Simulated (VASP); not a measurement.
# CuAs (P6_3/mmc) in VASP: further runs

CuAs is run at these levels: LDA; tasks: single point.

All numbers are computed with VASP 6.6.1; they aren't measurements. Logs are shortened: lines on timing, memory, paths and dates and some standing lists are left out, and cuts for length are marked.

**1. The cell of the first run**

The structure is hexagonal, space group P6_3/mmc (No. 194). Conventional cell: a = 3.846 Å, b = 3.846 Å, c = 4.943 Å, α = 90.00°, β = 90.00°, γ = 120.00°. Cu (site symmetry -3m) has 2 Cu at 2.47 Å and 6 As at 2.54 Å within 3.3 Å. Within 3.4 Å of As (site symmetry -6m2) lie 6 Cu at 2.54 Å and 6 As at 3.32 Å.

**2. Single point, LDA (volume 15.827 Å^3 an atom, c/a of the conventional cell 1.2853)**

Contents of INCAR:

```
  ALGO = Normal
  EDIFF = 1E-6
  ENCUT = 520
  GGA = CA
  ISIF = 2
  ISMEAR = 0
  LASPH = T
  LCHARG = T
  LELF = T
  LREAL = F
  LVHAR = T
  LWAVE = F
  NBANDS = 24
  NELM = 100
  PREC = Accurate
  SIGMA = 0.15
```

Contents of KPOINTS:

```
k-points
0
Gamma
  15 15 10
```

Contents of POSCAR:

```
CuAs
1.0
    3.8456878896      0.0000000000      0.0000000000
   -1.9228439448      3.3304634074      0.0000000000
    0.0000000000      0.0000000000      4.9428780158
Cu As
2 2
Direct
    0.0000000000      0.0000000000      0.5000000000
    0.0000000000      0.0000000000      0.0000000000
    0.6666666667      0.3333333333      0.7500000000
    0.3333333333      0.6666666667      0.2500000000
```

Potentials or basis: VASP PAW LDA potentials, release 64 (Cu, As).

Started as:

```console
$ cat potpaw_LDA.64/Cu/POTCAR potpaw_LDA.64/As/POTCAR > POTCAR
$ mpirun -np 1 vasp_std > vasp.out
```

OUTCAR:

```text
EDIFF = 1E-6
   ENCUT = 520
   GGA = CA
   ISIF = 2
   ISMEAR = 0
   LASPH = T
   LREAL = F
   NELM = 100
   PREC = Accurate

 ion  position               nearest neighbor table
   1  0.000  0.000  0.500-   2 2.47   2 2.47   4 2.54   3 2.54   4 2.54   3 2.54   3 2.54   4 2.54

   2  0.000  0.000  0.000-   1 2.47   1 2.47   4 2.54   3 2.54   4 2.54   3 2.54   3 2.54   4 2.54

   3  0.667  0.333  0.750-   1 2.54   2 2.54   1 2.54   2 2.54   1 2.54   2 2.54
   4  0.333  0.667  0.250-   1 2.54   2 2.54   1 2.54   2 2.54   1 2.54   2 2.54

  LATTYP: Found a hexagonal cell.
 ALAT       =     3.8456878896
 C/A-ratio  =     1.2853039970

  Lattice vectors:

 A1 = (   3.8456878896,   0.0000000000,   0.0000000000)
 A2 = (  -1.9228439448,   3.3304634074,   0.0000000000)
 A3 = (   0.0000000000,   0.0000000000,   4.9428780158)

Analysis of symmetry for initial positions (statically):
=====================================================================
 Subroutine PRICEL returns:
 Original cell was already a primitive cell.

 Routine SETGRP: Setting up the symmetry group for a
 hexagonal supercell.

 Subroutine GETGRP returns: Found 24 space group operations
 (whereof 12 operations were pure point group operations)
 out of a pool of 24 trial point group operations.

The static configuration has the point symmetry D_3d.
 The point group associated with its full space group is D_6h.

Analysis of symmetry for dynamics (positions and initial velocities):
=====================================================================
 Subroutine PRICEL returns:
 Original cell was already a primitive cell.

 Routine SETGRP: Setting up the symmetry group for a
 hexagonal supercell.

 Subroutine GETGRP returns: Found 24 space group operations
 (whereof 12 operations were pure point group operations)
 out of a pool of 24 trial point group operations.

The dynamic configuration has the point symmetry D_3d.
 The point group associated with its full space group is D_6h.

 Subroutine INISYM returns: Found 24 space group operations
 (whereof 12 operations are pure point group operations),
 and found     1 'primitive' translations

----------------------------------------------------------------------------------------

                                     Primitive cell

  volume of cell :      63.3080

  direct lattice vectors                    reciprocal lattice vectors
     3.845687890  0.000000000  0.000000000     0.260031502  0.150129258  0.000000000
    -1.922843945  3.330463407  0.000000000     0.000000000  0.300258516  0.000000000
     0.000000000  0.000000000  4.942878016     0.000000000  0.000000000  0.202311284

  length of vectors
     3.845687890  3.845687890  4.942878016     0.300258516  0.300258516  0.202311284

  position of ions in fractional coordinates (direct lattice)
     0.000000000  0.000000000  0.500000000
     0.000000000  0.000000000  0.000000000
     0.666666667  0.333333333  0.750000000
     0.333333333  0.666666667  0.250000000

  ion indices of the primitive-cell ions
   primitive index   ion index
                 1           1
                 2           2
                 3           3
                 4           4

----------------------------------------------------------------------------------------

 KPOINTS: k-points

Automatic generation of k-mesh.
 Grid dimensions read from file:
 generate k-points for:   15   15   10

 Generating k-lattice:

  Cartesian coordinates                     Fractional coordinates (reciprocal lattice)
     0.017335433  0.010008617  0.000000000     0.066666667 -0.000000000  0.000000000
     0.000000000  0.020017234  0.000000000     0.000000000  0.066666667  0.000000000
     0.000000000  0.000000000  0.020231128     0.000000000  0.000000000  0.100000000

  Length of vectors
     0.020017234  0.020017234  0.020231128

  Shift w.r.t. Gamma in fractional coordinates (k-lattice)
     0.000000000  0.000000000  0.000000000

 Subroutine IBZKPT returns following result:
 ===========================================

 Found    162 irreducible k-points:

 Following reciprocal coordinates:
            Coordinates               Weight
  0.000000  0.000000  0.000000      1.000000
  0.066667 -0.000000  0.000000      6.000000
  0.133333  0.000000  0.000000      6.000000
  0.200000 -0.000000  0.000000      6.000000
  0.266667  0.000000  0.000000      6.000000
  0.333333  0.000000  0.000000      6.000000
[... 16 lines left out ...]
  0.333333  0.200000  0.000000     12.000000
  0.400000  0.200000  0.000000      6.000000
 [... further k-points ...]
   k-points           NKPTS =    162   k-points in BZ     NKDIM =    162   number of bands    NBANDS=     24
   number of dos      NEDOS =    301   number of ions     NIONS =      4
   total plane-waves  NPLWV =  36000
   dimension x,y,z NGX =    30 NGY =   30 NGZ =   40
   dimension x,y,z NGXF=    60 NGYF=   60 NGZF=   80
   ions per type =               2   2
   NGX,Y,Z   is equivalent  to a cutoff of  12.97, 12.97, 13.45 a.u.
   NGXF,Y,Z  is equivalent  to a cutoff of  25.94, 25.94, 26.91 a.u.
 SYSTEM =  unknown system
   PREC   = accura    normal or accurate (medium, high low for compatibility)
   ISTART =      0    job   : 0-new  1-cont  2-samecut
   ICHARG =      2    charge: 1-file 2-atom 10-const
   ISPIN  =      1    spin polarized calculation?
   LNONCOLLINEAR =      F non collinear calculations
   LSORBIT =      F    spin-orbit coupling
   LASPH  =      T    aspherical Exc in radial PAW
   ENCUT  =  520.0 eV  38.22 Ry    6.18 a.u.   7.15  7.15  9.19*2*pi/ulx,y,z
   NELM   =    100;   NELMIN=  2; NELMDL= -5     # of ELM steps
   EDIFF  = 0.1E-05   stopping-criterion for ELM
   LREAL  =      F    real-space projection
   EDIFFG = 0.1E-04   stopping-criterion for IOM
   NSW    =      0    number of steps for IOM
   IBRION =     -1    ionic relax: 0-MD 1-quasi-New 2-CG
   NFREE  =      0    steps in history (QN), initial steepest desc. (CG)
   ISIF   =      2    stress and relaxation
   ISYM   =      2    0-nonsym 1-usesym 2-fastsym
   POTIM  = 0.5000    time-step for ionic-motion
   TEBEG  =    0.0;   TEEND  =   0.0 temperature during run
   PSTRESS=    0.0 pullay stress
   NELECT =      32.0000    total number of electrons
   NUPDOWN=      -1.0000    fix difference up-down
   EMIN   =  10.00;   EMAX   =-10.00  energy-range for DOS
   EFERMI =   0.00;   METHOD = LEGACY
   ISMEAR =     0;   SIGMA  =   0.15  broadening in eV -4-tet -1-fermi 0-gaus
   EFERMI_NEDOS =   21; number of points for ismear=-14 and -15
   IALGO  =     38    algorithm
   IMIX   =      4    mixing-type and parameters
     AMIX     =   0.40;   BMIX     =  1.00
     AMIX_MAG =   1.60;   BMIX_MAG =  1.00
  volume/ion in A,a.u.               =      15.83       106.81
  Fermi-wavevector in a.u.,A,eV,Ry     =   1.304083  2.464360 23.138516  1.700633
  Thomas-Fermi vector in A             =   2.435042
   LORBIT       =      0    0 simple, 1 ext, 2 COOP (PROOUT), +10 PAW based schemes
   GGA     = CA    functional components
   LHFCALC =     F    Hartree Fock is set to
   AEXX    =    0.0000 exact exchange contribution
   IVDW    =     0    specifies the selected vdW correction
   LEPSILON=     F    determine dielectric tensor
   LRPA    =     F    only Hartree local field effects (RPA)
 non-spin polarized calculation
 Gauss-broadening in eV      SIGMA  =   0.15
  energy-cutoff  :      520.00
  volume of cell :       63.31
 maximum number of plane-waves:      1737
 NGX is ok and might be reduce to    30
   NGX = 15   NGY = 15   NGZ = 19

 number of electron      32.0000004 magnetization

 Free energy of the ion-electron system (eV)
  ---------------------------------------------------
  ext. energy  EPLUGINS =         0.00000000
  ---------------------------------------------------
  free energy    TOTEN  =       -20.06870710 eV

  energy without entropy =      -20.04995145  energy(sigma->0) =      -20.05932927

 E-fermi :   6.5746     XC(G=0): -11.4968

 val. band max:        6.5726394502   @ k =   0.1333   0.0667   0.4000
 cond. band min:       6.5813857794   @ k =   0.3333   0.1333   0.3000
 fundamental gap:      0.0087463291
 Fermi energy:         6.5745733513

 k-point     1 :       0.0000    0.0000    0.0000
  band No.  band energies     occupation
      1      -7.0792      2.00000
      2      -3.3793      2.00000
      3       0.3350      2.00000
      4       1.6105      2.00000
      5       1.6105      2.00000
      6       1.9471      2.00000
[... 16 lines left out ...]
     23      15.4065      0.00000
     24      15.4065      0.00000

 k-point     2 :       0.0667   -0.0000    0.0000
  band No.  band energies     occupation
      1      -7.0284      2.00000
      2      -3.3871      2.00000
      3       0.3929      2.00000
      4       1.6211      2.00000
      5       1.6369      2.00000
      6       1.9349      2.00000
[... 16 lines left out ...]
     23      14.7223      0.00000
     24      15.0120      0.00000

 k-point     3 :       0.1333    0.0000    0.0000
  band No.  band energies     occupation
      1      -6.8771      2.00000
      2      -3.4137      2.00000
      3       0.5648      2.00000
      4       1.6510      2.00000
      5       1.7108      2.00000
      6       1.8888      2.00000
[... 16 lines left out ...]
     23      13.6985      0.00000
     24      14.3426      0.00000

 k-point     4 :       0.2000   -0.0000    0.0000
  band No.  band energies     occupation
      1      -6.6302      2.00000
      2      -3.4691      2.00000
      3       0.8447      2.00000
      4       1.6808      2.00000
      5       1.6935      2.00000
      6       1.8841      2.00000
[... 16 lines left out ...]
     23      13.7052      0.00000
     24      14.0012      0.00000

 k-point     5 :       0.2667    0.0000    0.0000
  band No.  band energies     occupation
      1      -6.2966      2.00000
      2      -3.5703      2.00000
      3       1.2189      2.00000
      4       1.2823      2.00000
      5       1.7373      2.00000
      6       2.0233      2.00000
[... 451 lines left out ...]
 k-point    22 :       0.2667    0.2000    0.0000
  band No.  band energies     occupation
      1      -5.4062      2.00000
      2      -3.8925      2.00000
      3       0.2929      2.00000
      4       1.6090      2.00000
      5       1.6472      2.00000
      6       2.1451      2.00000
[... 16 lines left out ...]
     23      15.3404      0.00000
     24      16.3372      0.00000

 k-point    23 :       0.3333    0.2000    0.0000
  band No.  band energies     occupation
      1      -5.0055      2.00000
      2      -4.1180      2.00000
      3      -0.1034      2.00000
      4       1.5560      2.00000
      5       1.6052      2.00000
      6       2.3826      2.00000
[... 16 lines left out ...]
     23      15.5574      0.00000
     24      16.7843      0.00000

 k-point    24 :       0.4000    0.2000    0.0000
  band No.  band energies     occupation
      1      -4.7667      2.00000
      2      -4.2906      2.00000
      3      -0.2504      2.00000
      4       1.5397      2.00000
      5       1.5907      2.00000
      6       2.4202      2.00000
[... 16 lines left out ...]
     23      15.6216      0.00000
     24      16.2944      0.00000

 [... further k-points ...]
[... 5 lines left out ...]
  --------------------------------------------------------------------------------------
  -------------------------------------------------------------------------------------
  Total       -2.1064760     -2.1064760     -2.2075128      0.0000000      0.0000000     -0.0000000
  in kB      -53.3099773    -53.3099773    -55.8669825      0.0000000      0.0000000     -0.0000000
  external PRESSURE =     -54.1623124 kB  Pullay stress =       0.0000000 kB

 VOLUME and BASIS-vectors are now :
 -----------------------------------------------------------------------------
  energy-cutoff  :      520.00
  volume of cell :       63.31
      direct lattice vectors                 reciprocal lattice vectors
     3.845687890  0.000000000  0.000000000     0.260031502  0.150129258  0.000000000
    -1.922843945  3.330463407  0.000000000     0.000000000  0.300258516  0.000000000
     0.000000000  0.000000000  4.942878016     0.000000000  0.000000000  0.202311284

 POSITION                                       TOTAL-FORCE (eV/Angst)
 -----------------------------------------------------------------------------------
      0.00000      0.00000      2.47144        -0.000000      0.000000      0.000000
      0.00000      0.00000      0.00000        -0.000000      0.000000      0.000000
      1.92284      1.11015      3.70716         0.000000      0.000000     -0.000000
     -0.00000      2.22031      1.23572        -0.000000      0.000000     -0.000000
 -----------------------------------------------------------------------------------
    total drift:                                0.000000      0.000000     -0.000000

  FREE ENERGIE OF THE ION-ELECTRON SYSTEM (eV)
  ---------------------------------------------------
  free  energy   TOTEN  =       -20.0687071013 eV

  energy  without entropy=      -20.0499514486  energy(sigma->0) =      -20.05932927
```

It took 4 min on 1 thread of Intel Xeon 6975P-C, shared host; peak memory 0.33 GiB.

Results:

```
Free energy            : -20.0687 eV
Pressure               : -5.4 GPa
Band gap on the k mesh : zero (band 16 reaches 7.79 eV, above the bottom of band 17 at 5.77 eV)
```

**3. Single point, LDA (volume 16.228 Å^3 an atom, c/a of the conventional cell 1.5418)**

Contents of INCAR:

```
SYSTEM = CuAs
PREC = Accurate
ENCUT = 520
EDIFF = 1E-7
ISMEAR = 0
SIGMA = 0.15
LREAL = .FALSE.
LASPH = .TRUE.
NELM = 60
ALGO = Normal
ISIF = 2
LWAVE = .FALSE.
LCHARG = .FALSE.
NBANDS = 24
```

Contents of KPOINTS:

```
regular mesh
0
G
  15 15 10
  0 0 0
```

Contents of POSCAR:

```
CuAs
1.0
    3.6496854746      0.0000000000      0.0000000000
   -1.8248427373      3.1607203369      0.0000000000
    0.0000000000      0.0000000000      5.6270850648
Cu As
2 2
Direct
    0.0000000000      0.0000000000      0.5000000000
    0.0000000000      0.0000000000      0.0000000000
    0.6666666667      0.3333333333      0.7500000000
    0.3333333333      0.6666666667      0.2500000000
```

Potentials or basis: VASP PAW LDA potentials, release 64 (Cu, As).

Started as:

```console
$ cat potpaw_LDA.64/Cu/POTCAR potpaw_LDA.64/As/POTCAR > POTCAR
$ mpirun -np 1 vasp_std > vasp.out
```

Run time: 3.2 min. Hardware: 1 thread of Intel Xeon 6975P-C, shared host; peak memory 0.33 GiB.

Results (log left out):

```yaml
Free_energy: -19.6715 eV
Pressure: -6.9 GPa
Band_gap_on_the_k_mesh: zero (band 16 reaches 7.95 eV, above the bottom of band 17 at 5.33 eV)
```

Stress tensor (GPa, compression positive):
```
 -3.40   0.00   0.00
  0.00  -3.40   0.00
  0.00   0.00 -13.89
```

Levels at points of the mesh, in eV from the Fermi level:
| k point | band 12 | band 13 | band 14 | band 15 | band 16 | band 17 | band 18 | band 19 | band 20 | band 21 |
| --- | --- | --- | --- | --- | --- | --- | --- | --- | --- | --- |
| (0.00, 0.00, 0.00) | -3.09 | -2.21 | 0.63 | 0.63 | 1.67 | 1.96 | 1.96 | 3.97 | 4.26 | 6.82 |
| (0.00, 0.00, 0.50) | -3.39 | -1.88 | -1.88 | 1.47 | 1.47 | 1.47 | 1.47 | 5.10 | 5.10 | 6.83 |

**4. Single point, LDA (volume 13.824 Å^3 an atom, c/a of the conventional cell 1.5418)**

Contents of INCAR:

```
PREC = Accurate ; ENCUT = 520
EDIFF = 1E-6 ; ISMEAR = 0
SIGMA = 0.15 ; LREAL = False
LASPH = True ; NELM = 100
ALGO = Normal ; ISIF = 2
LWAVE = False ; LCHARG = False
GGA = CA ; NBANDS = 24
```

Contents of KPOINTS:

```
regular mesh
0
Gamma
  15 15 10
```

Contents of POSCAR:

```
CuAs
1.0
    3.4597523618      0.0000000000      0.0000000000
   -1.7298761809      2.9962334362      0.0000000000
    0.0000000000      0.0000000000      5.3342461915
Cu As
2 2
Direct
    0.0000000000      0.0000000000      0.5000000000
    0.0000000000      0.0000000000      0.0000000000
    0.6666666667      0.3333333333      0.7500000000
    0.3333333333      0.6666666667      0.2500000000
```

Started as:

```console
$ cat potpaw_LDA.64/Cu/POTCAR potpaw_LDA.64/As/POTCAR > POTCAR
$ mpirun -np 1 vasp_std > vasp.out
```

Wall time 5.6 min (1 thread of Intel Xeon Platinum 8175M at 2.50GHz (Skylake/Cascade Lake), shared host); peak memory 0.3 GiB.

Results (log left out):

- Free energy: -19.5217 eV
- Pressure: 14.9 GPa
- Band gap on the k mesh: zero (band 16 reaches 10.39 eV, above the bottom of band 17 at 7.38 eV)

Stress tensor (GPa, compression positive):
```
19.75  0.00  0.00
 0.00 19.75  0.00
 0.00  0.00  5.08
```

Levels at points of the mesh, in eV from the Fermi level:
```csv
k point,band 12,band 13,band 14,band 15,band 16,band 17,band 18,band 19,band 20,band 21
"(0.00, 0.00, 0.00)",-3.72,-2.58,0.68,0.68,1.99,2.34,2.34,4.24,6.08,7.03
"(0.00, 0.00, 0.50)",-4.13,-1.95,-1.95,1.75,1.75,1.75,1.75,5.73,5.73,7.03
```

**5. Overview**

```csv
cell,gap on the mesh (eV),pressure (GPa)
"a = 3.846, b = 3.846, c = 4.943 Å, angles 90.0, 90.0, 120.0°, 4 atoms",none,-5.4
"a = 3.650, b = 3.650, c = 5.627 Å, angles 90.0, 90.0, 120.0°, 4 atoms",none,-6.9
"a = 3.460, b = 3.460, c = 5.334 Å, angles 90.0, 90.0, 120.0°, 4 atoms",none,14.9
```

Alike in all rows: task single point; level LDA; potentials or basis VASP PAW LDA potentials, release 64 (Cu, As); no spin polarisation; k mesh 15 × 15 × 10; cutoff (eV) 520; smearing gaussian 0.15 eV.

Total energies depend on the potentials used, so only differences within one code and one set of settings carry meaning.
